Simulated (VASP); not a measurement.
# Dy3Be2Se (P6/mmm) in VASP: relaxation of cell and atoms with PBE

Aim: the relaxation of cell and atoms of Dy3Be2Se with PBE.

Everything below comes from runs of VASP 6.6.1. Logs are shortened: lines on timing, memory, paths and dates and some standing lists are left out, and cuts for length are marked.

## 1. The cell of the first run

Symmetry: P6/mmm, No. 191, hexagonal system. Conventional cell: a = 5.055 Å, b = 5.055 Å, c = 5.655 Å, α = 90.00°, β = 90.00°, γ = 120.00°. Dy (site symmetry -6m2) has 2 Be at 2.83 Å and 3 Dy at 2.92 Å and 3 Se at 2.92 Å within 3.7 Å. Dy (site symmetry 6/mmm) has 2 Se at 2.83 Å and 6 Be at 2.92 Å within 3.7 Å. Within 3.7 Å of Be (site symmetry -6m2) lie 5 Dy at 2.83 to 2.92 Å and 3 Be at 2.92 Å. Se (site symmetry 6/mmm) has 8 Dy at 2.83 to 2.92 Å within 3.7 Å.

The cell was generated, and may not be a known phase.

## 2. Relaxation of cell and atoms, PBE

Input file INCAR:

```
PREC = Accurate
ENCUT = 600
EDIFF = 1E-7
ISMEAR = 0
SIGMA = 0.1
LREAL = F
LASPH = T
NELM = 200
ALGO = Normal
ISIF = 3
LWAVE = F
LCHARG = F
GGA = PE
IBRION = 2
NSW = 100
EDIFFG = -0.01
GGA_COMPAT = F
NELMIN = 4
LMAXMIX = 6
```

Input file KPOINTS:

```
regular mesh
0
Gamma
  12 12 8
```

Input file POSCAR:

```
Dy3Be2Se
1.0
    5.0551334112      0.0000000000      0.0000000000
   -2.5275667056      4.3778739536      0.0000000000
    0.0000000000      0.0000000000      5.6554127826
Dy Be Se
3 2 1
Direct
    0.3333333333      0.6666666667      0.0000000000
    0.6666666667      0.3333333333      0.0000000000
    0.0000000000      0.0000000000      0.5000000000
    0.3333333333      0.6666666667      0.5000000000
    0.6666666667      0.3333333333      0.5000000000
    0.0000000000      0.0000000000      0.0000000000
```

Potentials or basis: VASP PAW PBE potentials, release 64 (Dy_3, Be, Se), 4f in core.

Run with:

```
$ cat potpaw_PBE.64/Dy_3/POTCAR potpaw_PBE.64/Be/POTCAR potpaw_PBE.64/Se/POTCAR > POTCAR
$ mpirun -np 1 vasp_std > vasp.out
```

OUTCAR:

```text
PREC = Accurate
   ENCUT = 600
   EDIFF = 1E-7
   ISMEAR = 0
   LREAL = F
   LASPH = T
   NELM = 200
   ISIF = 3
   GGA = PE
   IBRION = 2
   NSW = 100
   EDIFFG = -0.01
   NELMIN = 4

 ion  position               nearest neighbor table
   1  0.333  0.667  0.000-   4 2.83   4 2.83   2 2.92   6 2.92   2 2.92   6 2.92   6 2.92   2 2.92

   2  0.667  0.333  0.000-   5 2.83   5 2.83   1 2.92   6 2.92   1 2.92   6 2.92   6 2.92   1 2.92

   3  0.000  0.000  0.500-   6 2.83   6 2.83   4 2.92   5 2.92   4 2.92   5 2.92   5 2.92   4 2.92

   4  0.333  0.667  0.500-   1 2.83   1 2.83   3 2.92   3 2.92   3 2.92
   5  0.667  0.333  0.500-   2 2.83   2 2.83   3 2.92   3 2.92   3 2.92
   6  0.000  0.000  0.000-   3 2.83   3 2.83   1 2.92   2 2.92   1 2.92   2 2.92   2 2.92   1 2.92

  LATTYP: Found a hexagonal cell.
 ALAT       =     5.0551334112
 C/A-ratio  =     1.1187464944

  Lattice vectors:

 A1 = (   5.0551334112,   0.0000000000,   0.0000000000)
 A2 = (  -2.5275667056,   4.3778739536,   0.0000000000)
 A3 = (   0.0000000000,   0.0000000000,   5.6554127826)

Analysis of symmetry for initial positions (statically):
=====================================================================
 Subroutine PRICEL returns:
 Original cell was already a primitive cell.

 Routine SETGRP: Setting up the symmetry group for a
 hexagonal supercell.

 Subroutine GETGRP returns: Found 24 space group operations
 (whereof 24 operations were pure point group operations)
 out of a pool of 24 trial point group operations.

The static configuration has the point symmetry D_6h.

Analysis of symmetry for dynamics (positions and initial velocities):
=====================================================================
 Subroutine PRICEL returns:
 Original cell was already a primitive cell.

 Routine SETGRP: Setting up the symmetry group for a
 hexagonal supercell.

 Subroutine GETGRP returns: Found 24 space group operations
 (whereof 24 operations were pure point group operations)
 out of a pool of 24 trial point group operations.

The dynamic configuration has the point symmetry D_6h.

 Subroutine INISYM returns: Found 24 space group operations
 (whereof 24 operations are pure point group operations),
 and found     1 'primitive' translations

----------------------------------------------------------------------------------------

                                     Primitive cell

  volume of cell :     125.1585

  direct lattice vectors                    reciprocal lattice vectors
     5.055133411  0.000000000  0.000000000     0.197818716  0.114210689  0.000000000
    -2.527566706  4.377873954  0.000000000     0.000000000  0.228421378  0.000000000
     0.000000000  0.000000000  5.655412783     0.000000000  0.000000000  0.176821753

  length of vectors
     5.055133411  5.055133411  5.655412783     0.228421378  0.228421378  0.176821753

  position of ions in fractional coordinates (direct lattice)
     0.333333333  0.666666667  0.000000000
     0.666666667  0.333333333  0.000000000
     0.000000000  0.000000000  0.500000000
     0.333333333  0.666666667  0.500000000
     0.666666667  0.333333333  0.500000000
     0.000000000  0.000000000  0.000000000

  ion indices of the primitive-cell ions
   primitive index   ion index
                 1           1
                 2           2
                 3           3
                 4           4
                 5           5
                 6           6

----------------------------------------------------------------------------------------

 KPOINTS: regular mesh

Automatic generation of k-mesh.
 Grid dimensions read from file:
 generate k-points for:   12   12    8

 Generating k-lattice:

  Cartesian coordinates                     Fractional coordinates (reciprocal lattice)
     0.016484893  0.009517557  0.000000000     0.083333333  0.000000000  0.000000000
     0.000000000  0.019035115  0.000000000     0.000000000  0.083333333  0.000000000
     0.000000000  0.000000000  0.022102719     0.000000000  0.000000000  0.125000000

  Length of vectors
     0.019035115  0.019035115  0.022102719

  Shift w.r.t. Gamma in fractional coordinates (k-lattice)
     0.000000000  0.000000000  0.000000000

 Subroutine IBZKPT returns following result:
 ===========================================

 Found     95 irreducible k-points:

 Following reciprocal coordinates:
            Coordinates               Weight
  0.000000  0.000000  0.000000      1.000000
  0.083333  0.000000  0.000000      6.000000
  0.166667  0.000000  0.000000      6.000000
  0.250000 -0.000000  0.000000      6.000000
  0.333333  0.000000  0.000000      6.000000
  0.416667  0.000000  0.000000      6.000000
[... 16 lines left out ...]
  0.250000 -0.000000  0.125000     12.000000
  0.333333  0.000000  0.125000     12.000000
 [... further k-points ...]
   k-points           NKPTS =     95   k-points in BZ     NKDIM =     95   number of bands    NBANDS=     22
   number of dos      NEDOS =    301   number of ions     NIONS =      6
   total plane-waves  NPLWV =  76800
   dimension x,y,z NGX =    40 NGY =   40 NGZ =   48
   dimension x,y,z NGXF=    80 NGYF=   80 NGZF=   96
   ions per type =               3   2   1
   NGX,Y,Z   is equivalent  to a cutoff of  13.15, 13.15, 14.11 a.u.
   NGXF,Y,Z  is equivalent  to a cutoff of  26.31, 26.31, 28.22 a.u.
 SYSTEM =  unknown system
   PREC   = accura    normal or accurate (medium, high low for compatibility)
   ISTART =      0    job   : 0-new  1-cont  2-samecut
   ICHARG =      2    charge: 1-file 2-atom 10-const
   ISPIN  =      1    spin polarized calculation?
   LNONCOLLINEAR =      F non collinear calculations
   LSORBIT =      F    spin-orbit coupling
   LASPH  =      T    aspherical Exc in radial PAW
   ENCUT  =  600.0 eV  44.10 Ry    6.64 a.u.  10.10 10.10 11.30*2*pi/ulx,y,z
   NELM   =    200;   NELMIN=  4; NELMDL= -5     # of ELM steps
   EDIFF  = 0.1E-06   stopping-criterion for ELM
   LREAL  =      F    real-space projection
   EDIFFG = -.1E-01   stopping-criterion for IOM
   NSW    =    100    number of steps for IOM
   IBRION =      2    ionic relax: 0-MD 1-quasi-New 2-CG
   NFREE  =      1    steps in history (QN), initial steepest desc. (CG)
   ISIF   =      3    stress and relaxation
   ISYM   =      2    0-nonsym 1-usesym 2-fastsym
   POTIM  = 0.5000    time-step for ionic-motion
   TEBEG  =    0.0;   TEEND  =   0.0 temperature during run
   PSTRESS=    0.0 pullay stress
   NELECT =      37.0000    total number of electrons
   NUPDOWN=      -1.0000    fix difference up-down
   EMIN   =  10.00;   EMAX   =-10.00  energy-range for DOS
   EFERMI =   0.00;   METHOD = LEGACY
   ISMEAR =     0;   SIGMA  =   0.10  broadening in eV -4-tet -1-fermi 0-gaus
   EFERMI_NEDOS =   21; number of points for ismear=-14 and -15
   IALGO  =     38    algorithm
   IMIX   =      4    mixing-type and parameters
     AMIX     =   0.40;   BMIX     =  1.00
     AMIX_MAG =   1.60;   BMIX_MAG =  1.00
  volume/ion in A,a.u.               =      20.86       140.77
  Fermi-wavevector in a.u.,A,eV,Ry     =   1.090575  2.060887 16.182127  1.189353
  Thomas-Fermi vector in A             =   2.226802
   LORBIT       =      0    0 simple, 1 ext, 2 COOP (PROOUT), +10 PAW based schemes
   GGA     = PE    functional components
   LHFCALC =     F    Hartree Fock is set to
   AEXX    =    0.0000 exact exchange contribution
   IVDW    =     0    specifies the selected vdW correction
   LEPSILON=     F    determine dielectric tensor
   LRPA    =     F    only Hartree local field effects (RPA)
 conjugate gradient relaxation of ions
 non-spin polarized calculation
 Gauss-broadening in eV      SIGMA  =   0.10
  energy-cutoff  :      600.00
  volume of cell :      125.16
 maximum number of plane-waves:      4212
   NGX = 21   NGY = 21   NGZ = 23

--------------------------------------- Ionic step        1  -------------------------------------------

 number of electron      37.0000002 magnetization

 Free energy of the ion-electron system (eV)
  ---------------------------------------------------
  ext. energy  EPLUGINS =         0.00000000
  ---------------------------------------------------
  free energy    TOTEN  =       -25.14542521 eV

  energy without entropy =      -25.13004224  energy(sigma->0) =      -25.13773372

------------------------ aborting loop because EDIFF is reached ----------------------------------------

  FORCE on cell =-STRESS in cart. coord.  units (eV):
  Direction    XX          YY          ZZ          XY          YZ          ZX
  --------------------------------------------------------------------------------------
  -------------------------------------------------------------------------------------
  Total        0.2595185      0.2595185      0.2894018      0.0000000      0.0000000      0.0000000
  in kB        3.3221460      3.3221460      3.7046875      0.0000000      0.0000000      0.0000000
  external PRESSURE =       3.4496598 kB  Pullay stress =       0.0000000 kB
[... 65 lines left out ...]
  energy  without entropy=      -25.1305969074  energy(sigma->0) =      -25.13835150

--------------------------------------- Ionic step        3  -------------------------------------------

 number of electron      37.0000003 magnetization

 Free energy of the ion-electron system (eV)
  ---------------------------------------------------
  ext. energy  EPLUGINS =         0.00000000
  ---------------------------------------------------
  free energy    TOTEN  =       -25.14614067 eV

  energy without entropy =      -25.13065387  energy(sigma->0) =      -25.13839727

 E-fermi :   4.5771     XC(G=0): -10.2198

 val. band max:        4.5714294973   @ k =   0.3333   0.2500   0.3750
 cond. band min:       4.5897294073   @ k =   0.2500   0.2500   0.3750
 fundamental gap:      0.0182999100
 Fermi energy:         4.5770793825

 k-point     1 :       0.0000    0.0000    0.0000
  band No.  band energies     occupation
      1     -19.7911      2.00000
      2     -19.7911      2.00000
      3     -19.1714      2.00000
      4     -19.0493      2.00000
      5     -19.0493      2.00000
      6     -18.9254      2.00000
[... 574 lines left out ...]
      6     -18.8846      2.00000
[... 14 lines left out ...]
     21       5.3657      0.00000
     22       5.8960      0.00000

 [... further k-points ...]

------------------------ aborting loop because EDIFF is reached ----------------------------------------

  FORCE on cell =-STRESS in cart. coord.  units (eV):
  Direction    XX          YY          ZZ          XY          YZ          ZX
  --------------------------------------------------------------------------------------
  -------------------------------------------------------------------------------------
  Total        0.0086797      0.0086797     -0.0179667      0.0000000     -0.0000000      0.0000000
  in kB        0.1105196      0.1105196     -0.2287731      0.0000000     -0.0000000      0.0000000
  external PRESSURE =      -0.0025780 kB  Pullay stress =       0.0000000 kB
[... 21 lines left out ...]
  FREE ENERGIE OF THE ION-ELECTRON SYSTEM (eV)
  ---------------------------------------------------
  free  energy   TOTEN  =       -25.1461406749 eV

  energy  without entropy=      -25.1306538745  energy(sigma->0) =      -25.13839727

 reached required accuracy - stopping structural energy minimisation
```

It took 9.6 min on 1 thread of AMD EPYC 7R43 (Zen 3), shared host; peak memory 0.47 GiB.

Results:

| Item | Value |
| --- | --- |
| Free energy | -25.1461 eV |
| Relaxed volume | 20.97 Å³/atom |
| Relaxed cell | a = 5.064 Å, b = 5.064 Å, c = 5.666 Å, α = 90.00°, β = 90.00°, γ = 120.00° |
| Space group after relaxing (to 0.1 Å) | P6/mmm (No. 191) |
| Energy gained by relaxing | 0.1 meV/atom |
| Ionic steps | 3 |
| Pressure after relaxing | 0.0 GPa |
| Band gap on the k mesh | zero (an odd number of electrons rules out a gap without spin polarisation) |

The path:
```csv
step,energy change (eV),largest force (eV/Å),pressure (GPa),volume (Å³)
1,0.0000,0.0000,0.34,125.16
2,-0.0007,0.0000,-0.07,125.97
3,-0.0007,0.0000,0.00,125.83
```

Final structure:
```yaml
crystal:
  lattice:
    - [5.06379, 0.00000, 0.00000]
    - [-2.53189, 4.38537, 0.00000]
    - [0.00000, 0.00000, 5.66621]
  atoms:
    - { symbol: Dy, position: [0.33333, 0.66667, 0.00000] }
    - { symbol: Dy, position: [0.66667, 0.33333, 0.00000] }
    - { symbol: Dy, position: [0.00000, 0.00000, 0.50000] }
    - { symbol: Be, position: [0.33333, 0.66667, 0.50000] }
    - { symbol: Be, position: [0.66667, 0.33333, 0.50000] }
    - { symbol: Se, position: [0.00000, 0.00000, 0.00000] }
```

Levels at points of the mesh, in eV from the Fermi level:
```csv
k point,band 16,band 17,band 18,band 19,band 20,band 21
"(0.00, 0.00, 0.00)",-1.56,-0.26,-0.06,0.21,0.21,0.36
"(0.50, 0.00, 0.00)",-1.37,-1.30,-1.07,-0.51,0.07,0.90
"(0.00, 0.00, 0.50)",-2.18,-2.18,0.22,0.87,1.22,1.22
"(0.50, 0.00, 0.50)",-1.94,-1.51,-1.46,-0.16,0.13,0.75
```

Caveat: spin-orbit coupling is left out, which moves the levels of the heavy elements; the 4f electrons are frozen in the core, so they carry no moment and show no levels; the run has no spin polarisation, though such a crystal can be magnetic.
